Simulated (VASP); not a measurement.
# Cu (Fd-3m) in VASP: a series of runs

Cu is run at these levels: PBE; tasks: single point.

Program: VASP 6.6.1. These are calculated values, not measurements. Logs are shortened: lines on timing, memory, paths and dates and some standing lists are left out, and cuts for length are marked.

## 1. The cell of the first run

The structure is cubic, space group Fd-3m (No. 227). The conventional cell has a = 5.353 Å, b = 5.353 Å, c = 5.353 Å, α = 90.00°, β = 90.00°, γ = 90.00°. Cu (site symmetry -43m) has 4 Cu at 2.32 Å within 3.1 Å.

## 2. Single point, PBE

Contents of INCAR:

```
  PREC = Accurate
  ENCUT = 520
  EDIFF = 1E-6
  ISMEAR = -1
  SIGMA = 0.06122561905347299
  LREAL = False
  LASPH = True
  NELM = 80
  ALGO = Normal
  ISIF = 2
  LWAVE = False
  LCHARG = True
  GGA = PE
  LELF = True
  LVHAR = True
  NBANDS = 18
```

Contents of KPOINTS:

```
Automatic mesh
0
Gamma
  35 35 35
```

Contents of POSCAR:

```
Cu
1.0
    0.0000000000      2.6767389049      2.6767389049
    2.6767389049      0.0000000000      2.6767389049
    2.6767389049      2.6767389049      0.0000000000
Cu
2
Direct
    0.0000000000      0.0000000000      0.0000000000
    0.2500000000      0.2500000000      0.2500000000
```

Potentials or basis: VASP PAW PBE potentials, release 64 (Cu).

The run is started by

```bash
$ cat potpaw_PBE.64/Cu/POTCAR > POTCAR
$ mpirun -np 1 vasp_std > vasp.out
```

OUTCAR:

```text
PREC = Accurate
   ENCUT = 520
   EDIFF = 1E-6
   ISMEAR = -1
   LREAL = False
   LASPH = True
   NELM = 80
   ISIF = 2
   GGA = PE

 ion  position               nearest neighbor table
   1  0.000  0.000  0.000-   2 2.32   2 2.32   2 2.32   2 2.32
   2  0.250  0.250  0.250-   1 2.32   1 2.32   1 2.32   1 2.32

  LATTYP: Found a face centered cubic cell.
 ALAT       =     5.3534778098

  Lattice vectors:

 A1 = (   0.0000000000,   2.6767389049,   2.6767389049)
 A2 = (   2.6767389049,   0.0000000000,   2.6767389049)
 A3 = (   2.6767389049,   2.6767389049,   0.0000000000)

Analysis of symmetry for initial positions (statically):
=====================================================================
 Subroutine PRICEL returns:
 Original cell was already a primitive cell.

 Routine SETGRP: Setting up the symmetry group for a
 face centered cubic supercell.

 Subroutine GETGRP returns: Found 48 space group operations
 (whereof 24 operations were pure point group operations)
 out of a pool of 48 trial point group operations.

The static configuration has the point symmetry T_d .
 The point group associated with its full space group is O_h .

Analysis of symmetry for dynamics (positions and initial velocities):
=====================================================================
 Subroutine PRICEL returns:
 Original cell was already a primitive cell.

 Routine SETGRP: Setting up the symmetry group for a
 face centered cubic supercell.

 Subroutine GETGRP returns: Found 48 space group operations
 (whereof 24 operations were pure point group operations)
 out of a pool of 48 trial point group operations.

The dynamic configuration has the point symmetry T_d .
 The point group associated with its full space group is O_h .

 Subroutine INISYM returns: Found 48 space group operations
 (whereof 24 operations are pure point group operations),
 and found     1 'primitive' translations

----------------------------------------------------------------------------------------

                                     Primitive cell

  volume of cell :      38.3573

  direct lattice vectors                    reciprocal lattice vectors
     0.000000000  2.676738905  2.676738905    -0.186794461  0.186794461  0.186794461
     2.676738905  0.000000000  2.676738905     0.186794461 -0.186794461  0.186794461
     2.676738905  2.676738905  0.000000000     0.186794461  0.186794461 -0.186794461

  length of vectors
[... 72 lines left out ...]
 SYSTEM =  unknown system
   PREC   = accura    normal or accurate (medium, high low for compatibility)
   ISTART =      0    job   : 0-new  1-cont  2-samecut
   ICHARG =      2    charge: 1-file 2-atom 10-const
   ISPIN  =      1    spin polarized calculation?
   LNONCOLLINEAR =      F non collinear calculations
   LSORBIT =      F    spin-orbit coupling
   LASPH  =      T    aspherical Exc in radial PAW
   ENCUT  =  520.0 eV  38.22 Ry    6.18 a.u.   7.04  7.04  7.04*2*pi/ulx,y,z
   NELM   =     80;   NELMIN=  2; NELMDL= -5     # of ELM steps
   EDIFF  = 0.1E-05   stopping-criterion for ELM
   LREAL  =      F    real-space projection
   EDIFFG = 0.1E-04   stopping-criterion for IOM
   NSW    =      0    number of steps for IOM
   IBRION =     -1    ionic relax: 0-MD 1-quasi-New 2-CG
   NFREE  =      0    steps in history (QN), initial steepest desc. (CG)
   ISIF   =      2    stress and relaxation
   ISYM   =      2    0-nonsym 1-usesym 2-fastsym
   POTIM  = 0.5000    time-step for ionic-motion
   TEBEG  =    0.0;   TEEND  =   0.0 temperature during run
   PSTRESS=    0.0 pullay stress
   NELECT =      22.0000    total number of electrons
   NUPDOWN=      -1.0000    fix difference up-down
   EMIN   =  10.00;   EMAX   =-10.00  energy-range for DOS
   EFERMI =   0.00;   METHOD = LEGACY
   ISMEAR =    -1;   SIGMA  =   0.06  broadening in eV -4-tet -1-fermi 0-gaus
   EFERMI_NEDOS =   21; number of points for ismear=-14 and -15
   IALGO  =     38    algorithm
   IMIX   =      4    mixing-type and parameters
     AMIX     =   0.40;   BMIX     =  1.00
     AMIX_MAG =   1.60;   BMIX_MAG =  1.00
  volume/ion in A,a.u.               =      19.18       129.42
  Fermi-wavevector in a.u.,A,eV,Ry     =   1.360190  2.570387 25.172384  1.850118
  Thomas-Fermi vector in A             =   2.486874
   LORBIT       =      0    0 simple, 1 ext, 2 COOP (PROOUT), +10 PAW based schemes
   GGA     = PE    functional components
   LHFCALC =     F    Hartree Fock is set to
   AEXX    =    0.0000 exact exchange contribution
   IVDW    =     0    specifies the selected vdW correction
   LEPSILON=     F    determine dielectric tensor
   LRPA    =     F    only Hartree local field effects (RPA)
 non-spin polarized calculation
  energy-cutoff  :      520.00
  volume of cell :       38.36
 maximum number of plane-waves:      1045
   NGX = 15   NGY = 15   NGZ = 15

 number of electron      22.0000002 magnetization

 Free energy of the ion-electron system (eV)
  ---------------------------------------------------
  ext. energy  EPLUGINS =         0.00000000
  ---------------------------------------------------
  free energy    TOTEN  =        -5.40642047 eV

  energy without entropy =       -5.39663656  energy(sigma->0) =       -5.40152851

 E-fermi :   2.7660     XC(G=0):  -9.8602

 val. band max:        2.7548022336   @ k =  -0.4000   0.4286   0.0857
 cond. band min:       2.7677109520   @ k =  -0.4000   0.1429   0.0286
 fundamental gap:      0.0129087184
 Fermi energy:         2.7659598124

 k-point     1 :       0.0000    0.0000    0.0000
  band No.  band energies     occupation
      1      -3.4796      2.00000
      2      -0.1723      2.00000
      3      -0.1723      2.00000
      4      -0.1723      2.00000
      5      -0.1521      2.00000
      6      -0.1521      2.00000
[... 481 lines left out ...]
      5      -0.0055      2.00000
      6       0.0308      2.00000
[... 10 lines left out ...]
     17      15.0526      0.00000
     18      15.8780      0.00000

 [... further k-points ...]
[... 5 lines left out ...]
  --------------------------------------------------------------------------------------
  -------------------------------------------------------------------------------------
  Total       -0.0097028     -0.0097028     -0.0097028      0.0000000     -0.0000000      0.0000000
  in kB       -0.4052833     -0.4052833     -0.4052833      0.0000000     -0.0000000      0.0000000
  external PRESSURE =      -0.4052833 kB  Pullay stress =       0.0000000 kB

 VOLUME and BASIS-vectors are now :
 -----------------------------------------------------------------------------
  energy-cutoff  :      520.00
  volume of cell :       38.36
      direct lattice vectors                 reciprocal lattice vectors
     0.000000000  2.676738905  2.676738905    -0.186794461  0.186794461  0.186794461
     2.676738905  0.000000000  2.676738905     0.186794461 -0.186794461  0.186794461
     2.676738905  2.676738905  0.000000000     0.186794461  0.186794461 -0.186794461

 POSITION                                       TOTAL-FORCE (eV/Angst)
 -----------------------------------------------------------------------------------
      0.00000      0.00000      0.00000        -0.000000     -0.000000      0.000000
      1.33837      1.33837      1.33837         0.000000      0.000000     -0.000000
 -----------------------------------------------------------------------------------
    total drift:                                0.000000      0.000000      0.000000

  FREE ENERGIE OF THE ION-ELECTRON SYSTEM (eV)
  ---------------------------------------------------
  free  energy   TOTEN  =        -5.4064204710 eV

  energy  without entropy=       -5.3966365557  energy(sigma->0) =       -5.40152851
```

Run time: 5.4 min. Hardware: 1 thread of Intel Xeon Platinum 8488C (Sapphire Rapids), shared host; peak memory 0.68 GiB.

Results:

- Free energy: -5.4064 eV
- Pressure: 0.0 GPa
- Band gap on the k mesh: zero (band 11 reaches 3.27 eV, above the bottom of band 12 at 2.39 eV)

## 3. Single point, PBE

This run uses another cell than the first one, of 18.03 Å³/atom, 0.940 times its volume.

Contents of INCAR:

```
ALGO = Normal
EDIFF = 1E-7
ENCUT = 520
GGA = PE
ISIF = 2
ISMEAR = -1
LASPH = True
LCHARG = False
LREAL = False
LWAVE = False
NBANDS = 18
NELM = 100
PREC = Accurate
SIGMA = 0.06122561905347299
```

Contents of KPOINTS:

```
k-points
0
Gamma
  18 18 18
```

Contents of POSCAR:

```
Cu
1.0
    0.0000000000      2.6220962479      2.6220962479
    2.6220962479      0.0000000000      2.6220962479
    2.6220962479      2.6220962479      0.0000000000
Cu
2
Direct
    0.0000000000      0.0000000000      0.0000000000
    0.2500000000      0.2500000000      0.2500000000
```

Potentials or basis: VASP PAW PBE potentials, release 64 (Cu).

The run is started by

```bash
$ cat potpaw_PBE.64/Cu/POTCAR > POTCAR
$ mpirun -np 1 vasp_std > vasp.out
```

OUTCAR:

```text
EDIFF = 1E-7
   ENCUT = 520
   GGA = PE
   ISIF = 2
   ISMEAR = -1
   LASPH = True
   LREAL = False
   NELM = 100
   PREC = Accurate

 ion  position               nearest neighbor table
   1  0.000  0.000  0.000-   2 2.27   2 2.27   2 2.27   2 2.27
   2  0.250  0.250  0.250-   1 2.27   1 2.27   1 2.27   1 2.27

  LATTYP: Found a face centered cubic cell.
 ALAT       =     5.2441924958

  Lattice vectors:

 A1 = (   0.0000000000,   2.6220962479,   2.6220962479)
 A2 = (   2.6220962479,   0.0000000000,   2.6220962479)
 A3 = (   2.6220962479,   2.6220962479,   0.0000000000)

Analysis of symmetry for initial positions (statically):
=====================================================================
 Subroutine PRICEL returns:
 Original cell was already a primitive cell.

 Routine SETGRP: Setting up the symmetry group for a
 face centered cubic supercell.

 Subroutine GETGRP returns: Found 48 space group operations
 (whereof 24 operations were pure point group operations)
 out of a pool of 48 trial point group operations.

The static configuration has the point symmetry T_d .
 The point group associated with its full space group is O_h .

Analysis of symmetry for dynamics (positions and initial velocities):
=====================================================================
 Subroutine PRICEL returns:
 Original cell was already a primitive cell.

 Routine SETGRP: Setting up the symmetry group for a
 face centered cubic supercell.

 Subroutine GETGRP returns: Found 48 space group operations
 (whereof 24 operations were pure point group operations)
 out of a pool of 48 trial point group operations.

The dynamic configuration has the point symmetry T_d .
 The point group associated with its full space group is O_h .

 Subroutine INISYM returns: Found 48 space group operations
 (whereof 24 operations are pure point group operations),
 and found     1 'primitive' translations
[... 103 lines left out ...]
   POTIM  = 0.5000    time-step for ionic-motion
   TEBEG  =    0.0;   TEEND  =   0.0 temperature during run
   PSTRESS=    0.0 pullay stress
   NELECT =      22.0000    total number of electrons
   NUPDOWN=      -1.0000    fix difference up-down
   EMIN   =  10.00;   EMAX   =-10.00  energy-range for DOS
   EFERMI =   0.00;   METHOD = LEGACY
   ISMEAR =    -1;   SIGMA  =   0.06  broadening in eV -4-tet -1-fermi 0-gaus
   EFERMI_NEDOS =   21; number of points for ismear=-14 and -15
   IALGO  =     38    algorithm
   IMIX   =      4    mixing-type and parameters
     AMIX     =   0.40;   BMIX     =  1.00
     AMIX_MAG =   1.60;   BMIX_MAG =  1.00
  volume/ion in A,a.u.               =      18.03       121.66
  Fermi-wavevector in a.u.,A,eV,Ry     =   1.388536  2.623952 26.232465  1.928032
  Thomas-Fermi vector in A             =   2.512653
   LORBIT       =      0    0 simple, 1 ext, 2 COOP (PROOUT), +10 PAW based schemes
   GGA     = PE    functional components
   LHFCALC =     F    Hartree Fock is set to
   AEXX    =    0.0000 exact exchange contribution
   IVDW    =     0    specifies the selected vdW correction
   LEPSILON=     F    determine dielectric tensor
   LRPA    =     F    only Hartree local field effects (RPA)
 non-spin polarized calculation
  energy-cutoff  :      520.00
  volume of cell :       36.06
 maximum number of plane-waves:       984
   NGX = 13   NGY = 13   NGZ = 13

 number of electron      22.0000021 magnetization

 Free energy of the ion-electron system (eV)
  ---------------------------------------------------
  ext. energy  EPLUGINS =         0.00000000
  ---------------------------------------------------
  free energy    TOTEN  =        -5.37545265 eV

  energy without entropy =       -5.36553794  energy(sigma->0) =       -5.37049529

 E-fermi :   3.2636     XC(G=0): -10.1653

 val. band max:        3.2590304922   @ k =  -0.3889   0.3333   0.0000
 cond. band min:       3.2858029591   @ k =  -0.3333   0.3889   0.0556
 fundamental gap:      0.0267724669
 Fermi energy:         3.2635614714

 k-point     1 :       0.0000    0.0000    0.0000
  band No.  band energies     occupation
      1      -3.3130      2.00000
      2       0.1212      2.00000
      3       0.1212      2.00000
      4       0.1212      2.00000
      5       0.1325      2.00000
      6       0.1325      2.00000
[... 481 lines left out ...]
      5       0.3330      2.00000
      6       0.4198      2.00000
[... 10 lines left out ...]
     17      15.6911      0.00000
     18      16.9874      0.00000

 [... further k-points ...]
[... 5 lines left out ...]
  --------------------------------------------------------------------------------------
  -------------------------------------------------------------------------------------
  Total        0.9422421      0.9422421      0.9422421      0.0000000      0.0000000     -0.0000000
  in kB       41.8694467     41.8694467     41.8694467      0.0000000      0.0000000     -0.0000000
  external PRESSURE =      41.8694467 kB  Pullay stress =       0.0000000 kB

 VOLUME and BASIS-vectors are now :
 -----------------------------------------------------------------------------
  energy-cutoff  :      520.00
  volume of cell :       36.06
      direct lattice vectors                 reciprocal lattice vectors
     0.000000000  2.622096248  2.622096248    -0.190687127  0.190687127  0.190687127
     2.622096248  0.000000000  2.622096248     0.190687127 -0.190687127  0.190687127
     2.622096248  2.622096248  0.000000000     0.190687127  0.190687127 -0.190687127

 POSITION                                       TOTAL-FORCE (eV/Angst)
 -----------------------------------------------------------------------------------
      0.00000      0.00000      0.00000        -0.000000     -0.000000     -0.000000
      1.31105      1.31105      1.31105         0.000000      0.000000      0.000000
 -----------------------------------------------------------------------------------
    total drift:                                0.000000      0.000000      0.000000

  FREE ENERGIE OF THE ION-ELECTRON SYSTEM (eV)
  ---------------------------------------------------
  free  energy   TOTEN  =        -5.3754526477 eV

  energy  without entropy=       -5.3655379412  energy(sigma->0) =       -5.37049529
```

OSZICAR:

```text
N       E                     dE             d eps       ncg     rms          rms(c)
DAV:   1     0.137984015081E+03    0.13798E+03   -0.10468E+04  7132   0.190E+03
DAV:   2     0.780517471594E-01   -0.13791E+03   -0.13054E+03  7036   0.276E+02
DAV:   3    -0.649094372399E+01   -0.65690E+01   -0.63278E+01  7976   0.884E+01
DAV:   4    -0.658479841668E+01   -0.93855E-01   -0.93780E-01  8340   0.112E+01
DAV:   5    -0.658651513535E+01   -0.17167E-02   -0.17167E-02  8478   0.130E+00    0.973E+00
DAV:   6    -0.633537987774E+01    0.25114E+00   -0.13439E+01  8484   0.891E+01    0.641E+00
DAV:   7    -0.538360450246E+01    0.95178E+00   -0.32846E+00  8240   0.424E+01    0.460E-01
DAV:   8    -0.538423595786E+01   -0.63146E-03   -0.84855E-02 10434   0.512E+00    0.822E-01
DAV:   9    -0.537581737862E+01    0.84186E-02   -0.37322E-02  9014   0.438E+00    0.163E-01
DAV:  10    -0.537548612784E+01    0.33125E-03   -0.11493E-03 10072   0.687E-01    0.449E-02
DAV:  11    -0.537545188750E+01    0.34240E-04   -0.92632E-05 10712   0.185E-01    0.237E-03
DAV:  12    -0.537545220532E+01   -0.31782E-06   -0.29321E-06 10494   0.223E-02    0.469E-03
DAV:  13    -0.537545254998E+01   -0.34466E-06   -0.78902E-07  9206   0.191E-02    0.655E-04
DAV:  14    -0.537545264767E+01   -0.97692E-07   -0.25898E-08  4054   0.281E-03
   1 F= -.53754526E+01 E0= -.53704953E+01  d E =-.991471E-02
```

stdout:

```text
POSCAR found type information on POSCAR Cu
 POSCAR found :  1 types and       2 ions
 scaLAPACK will be used
 LDA part: xc-table for (Slater+PW92), standard interpolation
 POSCAR, INCAR and KPOINTS ok, starting setup
 FFT: planning ... GRIDC
 FFT: planning ... GRID_SOFT
 FFT: planning ... GRID
 WAVECAR not read
 entering main loop
```

Wall time 2.5 min (1 thread of Intel Xeon Platinum 8259CL at 2.50GHz (Skylake/Cascade Lake), shared host); peak memory 0.23 GiB.

What came out:

| Quantity | Value |
| --- | --- |
| Free energy | -5.3755 eV |
| Pressure | 4.2 GPa |
| Band gap on the k mesh | zero (band 11 reaches 3.90 eV, above the bottom of band 12 at 2.91 eV) |
